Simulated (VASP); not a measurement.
# CuSi16 (a cell with a defect) in VASP: further runs

Runs on CuSi16 (a cell with a defect). Level: PBE. Tasks: single point.

All numbers are computed with VASP 6.6.1; they aren't measurements. Logs are shortened: lines on timing, memory, paths and dates and some standing lists are left out, and cuts for length are marked.

**1. The cell of the first run**

The cell holds a defect, 17 atoms: a = 7.679 Å, b = 7.679 Å, c = 7.679 Å, α = 60.00°, β = 60.00°, γ = 60.00°.

**2. Single point, PBE**

The input, INCAR:

```
SYSTEM = CuSi16
PREC = Accurate
ENCUT = 520
EDIFF = 1E-7
ISMEAR = -1
SIGMA = 0.02
LREAL = Auto
LASPH = .TRUE.
NELM = 60
ALGO = Normal
ISIF = 2
LWAVE = .FALSE.
LCHARG = .TRUE.
GGA = PE
LELF = .TRUE.
LVHAR = .TRUE.
NBANDS = 52
NELECT = 74.0
```

The input, KPOINTS:

```
regular mesh
0
G
  2 2 2
  0 0 0
```

The input, POSCAR:

```
CuSi16
1.0
    0.0000000000      5.4300000000      5.4300000000
    5.4300000000      0.0000000000      5.4300000000
    5.4300000000      5.4300000000      0.0000000000
Si Cu
16 1
Direct
   -0.0016887661      0.0072830571     -0.0017880295
    0.1134490792      0.1408625230      0.1211214549
   -0.0251603131      0.0089304788      0.5057056169
    0.1115384899      0.1245939227      0.6263040516
    0.0120428177      0.5115881215      0.0060104052
    0.1321502762      0.6337950276      0.1350615101
   -0.0030464088      0.4974955801      0.5073930018
    0.1164135359      0.6199910681      0.6369336096
    0.5044314917      0.0038670350     -0.0171143646
    0.6247767035      0.1261413444      0.1130118785
    0.4852922652     -0.0133622468      0.4852410681
    0.6041462247      0.1097569061      0.6152069982
    0.5059852670      0.4991790055     -0.0014828729
    0.6401656538      0.6155965930      0.1198010129
    0.5076842541      0.4792566298      0.5041267956
    0.6235262431      0.6137929098      0.6265732044
    0.3263563536      0.8296119705      0.3309174954
```

Potentials or basis: VASP PAW PBE potentials, release 64 (Si, Cu).

The run is started by

```
cat potpaw_PBE.64/Si/POTCAR potpaw_PBE.64/Cu/POTCAR > POTCAR
mpirun -np 1 vasp_std > vasp.out
```

OUTCAR:

```text
SYSTEM = CuSi16
   PREC = Accurate
   ENCUT = 520
   EDIFF = 1E-7
   ISMEAR = -1
   LREAL = Auto
   LASPH = .TRUE.
   NELM = 60
   ISIF = 2
   GGA = PE
   NELECT = 74.0

 ion  position               nearest neighbor table
   1  0.998  0.007  0.998-   2 2.33   4 2.33  10 2.34   6 2.35
   2  0.113  0.141  0.121-   1 2.33   5 2.33   3 2.41  17 2.42   9 2.45
   3  0.975  0.009  0.506-  12 2.34   4 2.34  17 2.34   2 2.41   8 2.44
   4  0.112  0.125  0.626-   1 2.33   3 2.34   7 2.34  11 2.35
   5  0.012  0.512  0.006-   8 2.32   6 2.33   2 2.33  14 2.34
   6  0.132  0.634  0.135-   5 2.33   7 2.34   1 2.35  13 2.35
   7  0.997  0.497  0.507-   8 2.33   6 2.34   4 2.34  16 2.34
   8  0.116  0.620  0.637-   5 2.32   7 2.33  17 2.40   3 2.44  15 2.45
   9  0.504  0.004  0.983-  12 2.32  17 2.32  10 2.34  14 2.44   2 2.45
  10  0.625  0.126  0.113-   9 2.34  13 2.34  11 2.34   1 2.34
  11  0.485  0.987  0.485-  12 2.33  10 2.34  16 2.35   4 2.35  17 2.95
  12  0.604  0.110  0.615-   9 2.32  15 2.33  11 2.33   3 2.34
  13  0.506  0.499  0.999-  14 2.33  16 2.33  10 2.34   6 2.35
  14  0.640  0.616  0.120-  13 2.33   5 2.34  15 2.41  17 2.44   9 2.44
  15  0.508  0.479  0.504-  12 2.33  16 2.34  17 2.34  14 2.41   8 2.45
  16  0.624  0.614  0.627-  13 2.33  15 2.34   7 2.34  11 2.35
  17  0.326  0.830  0.331-   9 2.32  15 2.34   3 2.34   8 2.40   2 2.42  14 2.44  11 2.95

  LATTYP: Found a face centered cubic cell.
 ALAT       =    10.8600000000

  Lattice vectors:

 A1 = (   0.0000000000,   5.4300000000,   5.4300000000)
 A2 = (   5.4300000000,   0.0000000000,   5.4300000000)
 A3 = (   5.4300000000,   5.4300000000,   0.0000000000)

Analysis of symmetry for initial positions (statically):
=====================================================================
 Subroutine PRICEL returns:
 Original cell was already a primitive cell.

 Routine SETGRP: Setting up the symmetry group for a
 face centered cubic supercell.

 Subroutine GETGRP returns: Found  1 space group operations
 (whereof  1 operations were pure point group operations)
 out of a pool of 48 trial point group operations.

The static configuration has the point symmetry C_1 .

Analysis of symmetry for dynamics (positions and initial velocities):
=====================================================================
 Subroutine PRICEL returns:
 Original cell was already a primitive cell.

 Routine SETGRP: Setting up the symmetry group for a
 face centered cubic supercell.

 Subroutine GETGRP returns: Found  1 space group operations
 (whereof  1 operations were pure point group operations)
 out of a pool of 48 trial point group operations.

The dynamic configuration has the point symmetry C_1 .

 Subroutine INISYM returns: Found  1 space group operations
 (whereof  1 operations are pure point group operations),
 and found     1 'primitive' translations

----------------------------------------------------------------------------------------

                                     Primitive cell

  volume of cell :     320.2060

  direct lattice vectors                    reciprocal lattice vectors
     0.000000000  5.430000000  5.430000000    -0.092081031  0.092081031  0.092081031
     5.430000000  0.000000000  5.430000000     0.092081031 -0.092081031  0.092081031
     5.430000000  5.430000000  0.000000000     0.092081031  0.092081031 -0.092081031

  length of vectors
     7.679179644  7.679179644  7.679179644     0.159489025  0.159489025  0.159489025

  position of ions in fractional coordinates (direct lattice)
     0.998311234  0.007283057  0.998211971
     0.113449079  0.140862523  0.121121455
     0.974839687  0.008930479  0.505705617
     0.111538490  0.124593923  0.626304052
     0.012042818  0.511588121  0.006010405
     0.132150276  0.633795028  0.135061510
[... 9 lines left out ...]
     0.623526243  0.613792910  0.626573204
     0.326356354  0.829611970  0.330917495

  ion indices of the primitive-cell ions
   primitive index   ion index
                 1           1
                 2           2
                 3           3
                 4           4
                 5           5
                 6           6
[... 9 lines left out ...]
                16          16
                17          17

----------------------------------------------------------------------------------------

 KPOINTS: regular mesh

Automatic generation of k-mesh.
 Grid dimensions read from file:
 generate k-points for:    2    2    2

 Generating k-lattice:

  Cartesian coordinates                     Fractional coordinates (reciprocal lattice)
    -0.046040516  0.046040516  0.046040516     0.500000000  0.000000000  0.000000000
     0.046040516 -0.046040516  0.046040516     0.000000000  0.500000000  0.000000000
     0.046040516  0.046040516 -0.046040516     0.000000000  0.000000000  0.500000000

  Length of vectors
     0.079744512  0.079744512  0.079744512

  Shift w.r.t. Gamma in fractional coordinates (k-lattice)
     0.000000000  0.000000000  0.000000000

 Subroutine IBZKPT returns following result:
 ===========================================

 Found      8 irreducible k-points:

 Following reciprocal coordinates:
            Coordinates               Weight
  0.000000  0.000000  0.000000      1.000000
  0.500000  0.000000  0.000000      1.000000
  0.000000  0.500000  0.000000      1.000000
  0.000000  0.000000  0.500000      1.000000
  0.500000  0.500000  0.500000      1.000000
  0.500000  0.500000  0.000000      1.000000
  0.000000  0.500000  0.500000      1.000000
  0.500000  0.000000  0.500000      1.000000
   k-points           NKPTS =      8   k-points in BZ     NKDIM =      8   number of bands    NBANDS=     52
   number of dos      NEDOS =    301   number of ions     NIONS =     17
   total plane-waves  NPLWV = 216000
   dimension x,y,z NGX =    60 NGY =   60 NGZ =   60
   dimension x,y,z NGXF=   120 NGYF=  120 NGZF=  120
   ions per type =              16   1
   NGX,Y,Z   is equivalent  to a cutoff of  12.99, 12.99, 12.99 a.u.
   NGXF,Y,Z  is equivalent  to a cutoff of  25.98, 25.98, 25.98 a.u.
 SYSTEM =  CuSi16
   PREC   = accura    normal or accurate (medium, high low for compatibility)
   ISTART =      0    job   : 0-new  1-cont  2-samecut
   ICHARG =      2    charge: 1-file 2-atom 10-const
   ISPIN  =      1    spin polarized calculation?
   LNONCOLLINEAR =      F non collinear calculations
   LSORBIT =      F    spin-orbit coupling
   LASPH  =      T    aspherical Exc in radial PAW
   ENCUT  =  520.0 eV  38.22 Ry    6.18 a.u.  14.28 14.28 14.28*2*pi/ulx,y,z
   NELM   =     60;   NELMIN=  2; NELMDL= -5     # of ELM steps
   EDIFF  = 0.1E-06   stopping-criterion for ELM
   LREAL  =      T    real-space projection
   EDIFFG = 0.1E-05   stopping-criterion for IOM
   NSW    =      0    number of steps for IOM
   IBRION =     -1    ionic relax: 0-MD 1-quasi-New 2-CG
   NFREE  =      0    steps in history (QN), initial steepest desc. (CG)
   ISIF   =      2    stress and relaxation
   ISYM   =      2    0-nonsym 1-usesym 2-fastsym
   POTIM  = 0.5000    time-step for ionic-motion
   TEBEG  =    0.0;   TEEND  =   0.0 temperature during run
   PSTRESS=    0.0 pullay stress
   NELECT =      74.0000    total number of electrons
   NUPDOWN=      -1.0000    fix difference up-down
   EMIN   =  10.00;   EMAX   =-10.00  energy-range for DOS
   EFERMI =   0.00;   METHOD = LEGACY
   ISMEAR =    -1;   SIGMA  =   0.02  broadening in eV -4-tet -1-fermi 0-gaus
   EFERMI_NEDOS =   21; number of points for ismear=-14 and -15
   IALGO  =     38    algorithm
   IMIX   =      4    mixing-type and parameters
     AMIX     =   0.40;   BMIX     =  1.00
     AMIX_MAG =   1.60;   BMIX_MAG =  1.00
  volume/ion in A,a.u.               =      18.84       127.11
  Fermi-wavevector in a.u.,A,eV,Ry     =   1.004636  1.898488 13.732283  1.009294
  Thomas-Fermi vector in A             =   2.137265
   LORBIT       =      0    0 simple, 1 ext, 2 COOP (PROOUT), +10 PAW based schemes
   GGA     = PE    functional components
   LHFCALC =     F    Hartree Fock is set to
   AEXX    =    0.0000 exact exchange contribution
   IVDW    =     0    specifies the selected vdW correction
   LEPSILON=     F    determine dielectric tensor
   LRPA    =     F    only Hartree local field effects (RPA)
 non-spin polarized calculation
  energy-cutoff  :      520.00
  volume of cell :      320.21
 maximum number of plane-waves:      8646
 NGX is ok and might be reduce to    60
   NGX = 29   NGY = 29   NGZ = 29

 number of electron      73.9999998 magnetization

 Free energy of the ion-electron system (eV)
  ---------------------------------------------------
  ext. energy  EPLUGINS =         0.00000000
  ---------------------------------------------------
  free energy    TOTEN  =       -94.19877785 eV

  energy without entropy =      -94.19675778  energy(sigma->0) =      -94.19776781

 E-fermi :   6.4351     XC(G=0):  -9.6131

 val. band max:        6.3766261593   @ k =   0.0000   0.0000   0.0000
 cond. band min:       6.4936481181   @ k =   0.0000   0.0000   0.0000
 fundamental gap:      0.1170219588
 Fermi energy:         6.4351089065

 k-point     1 :       0.0000    0.0000    0.0000
  band No.  band energies     occupation
      1      -5.8939      2.00000
      2      -3.5410      2.00000
      3      -3.5023      2.00000
      4      -3.4856      2.00000
      5      -3.4697      2.00000
      6      -1.9623      2.00000
[... 41 lines left out ...]
     48       8.4430      0.00000
     49       8.5160      0.00000

 k-point     2 :       0.5000    0.0000    0.0000
  band No.  band energies     occupation
      1      -5.1778      2.00000
      2      -4.9890      2.00000
      3      -3.3143      2.00000
      4      -3.2148      2.00000
      5      -3.1243      2.00000
      6      -3.0642      2.00000
[... 41 lines left out ...]
     48       9.8821      0.00000
     49       9.8954      0.00000

 k-point     3 :       0.0000    0.5000    0.0000
  band No.  band energies     occupation
      1      -5.1798      2.00000
      2      -4.9843      2.00000
      3      -3.3138      2.00000
      4      -3.2253      2.00000
      5      -3.1247      2.00000
      6      -3.0677      2.00000
[... 41 lines left out ...]
     48       9.8929      0.00000
     49       9.9033      0.00000

 k-point     4 :       0.0000    0.0000    0.5000
  band No.  band energies     occupation
      1      -5.1824      2.00000
      2      -4.9771      2.00000
      3      -3.3153      2.00000
      4      -3.2354      2.00000
      5      -3.1292      2.00000
      6      -3.0719      2.00000
[... 41 lines left out ...]
     48       9.9054      0.00000
     49       9.9128      0.00000

 k-point     5 :       0.5000    0.5000    0.5000
  band No.  band energies     occupation
      1      -5.2676      2.00000
      2      -4.8897      2.00000
      3      -3.2130      2.00000
      4      -3.1917      2.00000
      5      -3.1832      2.00000
      6      -3.0992      2.00000
[... 41 lines left out ...]
     48       9.7911      0.00000
     49       9.8402      0.00000

 k-point     6 :       0.5000    0.5000    0.0000
  band No.  band energies     occupation
      1      -4.9325      2.00000
      2      -4.7067      2.00000
      3      -3.8992      2.00000
      4      -3.7693      2.00000
      5      -3.7446      2.00000
      6      -3.7367      2.00000
[... 41 lines left out ...]
     48      10.4211      0.00000
     49      10.4726      0.00000

 k-point     7 :       0.0000    0.5000    0.5000
  band No.  band energies     occupation
      1      -4.9264      2.00000
      2      -4.7151      2.00000
      3      -3.8980      2.00000
      4      -3.7615      2.00000
      5      -3.7526      2.00000
      6      -3.7336      2.00000
[... 41 lines left out ...]
     48      10.4354      0.00000
     49      10.4556      0.00000

 k-point     8 :       0.5000    0.0000    0.5000
  band No.  band energies     occupation
      1      -4.9282      2.00000
      2      -4.7125      2.00000
      3      -3.8988      2.00000
      4      -3.7649      2.00000
      5      -3.7470      2.00000
      6      -3.7364      2.00000
[... 41 lines left out ...]
     48      10.4450      0.00000
     49      10.4515      0.00000
 [bands above 49 left out]

------------------------ aborting loop because EDIFF is reached ----------------------------------------

  FORCE on cell =-STRESS in cart. coord.  units (eV):
  Direction    XX          YY          ZZ          XY          YZ          ZX
  --------------------------------------------------------------------------------------
  -------------------------------------------------------------------------------------
  Total       -1.4889745     -1.2668209     -0.7229270      0.6227108     -0.4026020     -0.0902533
  in kB       -7.4502073     -6.3386436     -3.6172253      3.1157853     -2.0144526     -0.4515901
  external PRESSURE =      -5.8020254 kB  Pullay stress =       0.0000000 kB

 VOLUME and BASIS-vectors are now :
 -----------------------------------------------------------------------------
  energy-cutoff  :      520.00
  volume of cell :      320.21
      direct lattice vectors                 reciprocal lattice vectors
     0.000000000  5.430000000  5.430000000    -0.092081031  0.092081031  0.092081031
     5.430000000  0.000000000  5.430000000     0.092081031 -0.092081031  0.092081031
     5.430000000  5.430000000  0.000000000     0.092081031  0.092081031 -0.092081031

 POSITION                                       TOTAL-FORCE (eV/Angst)
 -----------------------------------------------------------------------------------
      5.45984     10.84112      5.46038         0.001796     -0.009830     -0.002884
      1.42257      1.27372      1.38091        -0.009956      0.008409      0.002240
      2.79447      8.03936      5.34187         0.008589     -0.010093     -0.016085
      4.07738      4.00649      1.28220        -0.005017     -0.002867      0.000607
      2.81056      0.09803      2.84332        -0.008910     -0.013586     -0.018940
      4.17489      1.45096      4.15908        -0.013298     -0.012724     -0.003838
[... 9 lines left out ...]
      6.73519      6.78804      6.71864        -0.004805     -0.002563     -0.000055
      6.30167      3.56900      6.27691         0.062686      0.067818      0.061471
 -----------------------------------------------------------------------------------
    total drift:                                0.002614      0.008653      0.000923

  FREE ENERGIE OF THE ION-ELECTRON SYSTEM (eV)
  ---------------------------------------------------
  free  energy   TOTEN  =       -94.1987778457 eV

  energy  without entropy=      -94.1967577799  energy(sigma->0) =      -94.19776781
```

It took 6.1 min on 1 thread of Intel Xeon Platinum 8488C (Sapphire Rapids), shared host; peak memory 0.49 GiB.

Results:

* Free energy: -94.1988 eV
* Largest force: 0.111 eV/Å

Forces in eV/Å, atoms in the order of the input:
```
Si   0.002 -0.010 -0.003
Si  -0.010  0.008  0.002
Si   0.009 -0.010 -0.016
Si  -0.005 -0.003  0.001
Si  -0.009 -0.014 -0.019
Si  -0.013 -0.013 -0.004
Si  -0.002 -0.002 -0.004
Si  -0.003 -0.001  0.002
Si  -0.008 -0.016  0.007
Si  -0.001  0.000 -0.008
Si   0.001 -0.002 -0.004
Si  -0.005 -0.007 -0.001
Si  -0.008  0.004 -0.002
Si  -0.001 -0.008  0.003
Si  -0.004  0.009 -0.017
Si  -0.005 -0.003  0.000
Cu   0.063  0.068  0.061
```

Caveat: the k points lie up to 0.50 Å⁻¹ apart; the cell carries a net charge on a neutralising background, which shifts energy and pressure; the cell is charged against a uniform background, so pressure and absolute levels hang on convention.

**3. Single point, PBE**

The input, INCAR:

```
  PREC = Accurate
  ENCUT = 520
  EDIFF = 1E-7
  ISMEAR = -1
  SIGMA = 0.02
  LREAL = Auto
  LASPH = True
  NELM = 80
  ALGO = Normal
  ISIF = 2
  LWAVE = False
  LCHARG = True
  GGA = PE
  LELF = True
  LVHAR = True
  NBANDS = 52
  NELECT = 74.0
```

The input, KPOINTS:

```
Automatic mesh
0
Gamma
  2 2 2
```

The input, POSCAR:

```
CuSi16
1.0
    0.0000000000      5.4300000000      5.4300000000
    5.4300000000      0.0000000000      5.4300000000
    5.4300000000      5.4300000000      0.0000000000
Si Cu
16 1
Direct
    0.0033897790      0.0014498158     -0.0027767035
    0.1180292818      0.1324937385      0.1235692449
   -0.0268056169      0.0071673112      0.5074028545
    0.1127576427      0.1245664825      0.6247904236
    0.0111798343      0.5037496317      0.0039715470
    0.1319709945      0.6289174033      0.1291553407
    0.0033815838      0.4970064457      0.5017014733
    0.1180195212      0.6234427256      0.6326880295
    0.5078465009      0.0023568140     -0.0169984346
    0.6291570902      0.1262793738      0.1117036832
    0.4898276243     -0.0147416206      0.4854335175
    0.6019149171      0.1151276243      0.6151670350
    0.5059994475      0.4988710866     -0.0009289134
    0.6370540516      0.6196829650      0.1198109576
    0.5077706262      0.4829547882      0.5025315838
    0.6291418048      0.6115550645      0.6264788214
    0.3397592081      0.8481608656      0.3481459484
```

Potentials or basis: VASP PAW PBE potentials, release 64 (Si, Cu).

The run is started by

```
cat potpaw_PBE.64/Si/POTCAR potpaw_PBE.64/Cu/POTCAR > POTCAR
mpirun -np 1 vasp_std > vasp.out
```

Wall time 5.2 min (1 thread of Intel Xeon Platinum 8488C (Sapphire Rapids), shared host); peak memory 0.49 GiB.

It converged, with:

```yaml
Free_energy: -94.2230 eV
Largest_force: 0.013 eV/Å
```

Forces on the atoms (eV/Å):
```
Si   0.003 -0.001 -0.005
Si   0.001 -0.004  0.007
Si   0.000 -0.009 -0.007
Si  -0.001  0.000  0.001
Si   0.006 -0.006 -0.005
Si  -0.007  0.001  0.001
Si   0.003 -0.005  0.000
Si   0.000  0.007 -0.006
Si   0.000 -0.006 -0.004
Si  -0.004  0.001  0.004
Si   0.011  0.003  0.004
Si  -0.001  0.007  0.007
Si   0.003 -0.001 -0.001
Si  -0.012  0.002  0.001
Si  -0.001 -0.004 -0.005
Si  -0.003  0.005  0.001
Cu   0.003  0.010  0.008
```

Levels at points of the mesh, in eV from the Fermi level:
```tsv
k point	band 35	band 36	band 37	band 38	band 39	band 40
(0.00, 0.00, 0.00)	-0.63	-0.19	-0.07	0.07	0.40	0.59
(0.50, 0.00, 0.00)	-0.88	-0.88	-0.80	0.50	1.15	1.24
(0.00, 0.50, 0.00)	-0.90	-0.84	-0.74	0.55	1.12	1.25
(0.00, 0.00, 0.50)	-0.90	-0.84	-0.75	0.55	1.12	1.25
(0.50, 0.50, 0.50)	-0.89	-0.65	-0.52	0.52	1.00	1.34
(0.50, 0.50, 0.00)	-1.46	-1.43	-1.08	0.65	0.99	1.94
(0.00, 0.50, 0.50)	-1.50	-1.42	-1.12	0.67	0.98	1.95
(0.50, 0.00, 0.50)	-1.46	-1.43	-1.08	0.65	0.99	1.94
```

Caveat: the k points lie up to 0.50 Å⁻¹ apart; the cell carries a net charge on a neutralising background, which shifts energy and pressure; the cell is charged against a uniform background, so pressure and absolute levels hang on convention.
